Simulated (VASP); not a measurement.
Runs of VASP 6.6.1 on KGaRe3. The structure is that of space group Pm-3m (No. 221), or close to it. The cells are those of the table. 

```tsv
task	spin	cell	k mesh	cutoff (eV)	k mesh for the DOS	occupations for the DOS	gap on the mesh (eV)	pressure (GPa)
single point	off	a = 4.704 Å, 5 atoms	8 × 8 × 8	520	-	-	none	(a)
single point	off	a = 4.638 Å, 5 atoms	4 × 4 × 4	520	-	-	none	5.5
single point	collinear, ferromagnetic start	a = 4.707 Å, 5 atoms	4 × 4 × 4	520	-	-	none	0.0
relaxation of cell and atoms	off	relaxed from a = 4.707 Å, 5 atoms	8 × 8 × 8	600	-	-	none	0.0
```

Alike in all rows: level PBE; potentials or basis VASP PAW PBE potentials, release 64 (K_sv, Ga_d, Re); smearing gaussian 0.1 eV.

Problem. Fill in the values left out.

Solution. (a) 0.2.

Caveats: spin-orbit coupling is left out, which moves the levels of the heavy elements; the relaxation stopped at its first step, so nothing moved (some runs).

A k mesh can miss the band edges, and the runs leave out spin-orbit coupling on Ga, Re.

A gap of «none» marks levels without a gap at the run's occupations.
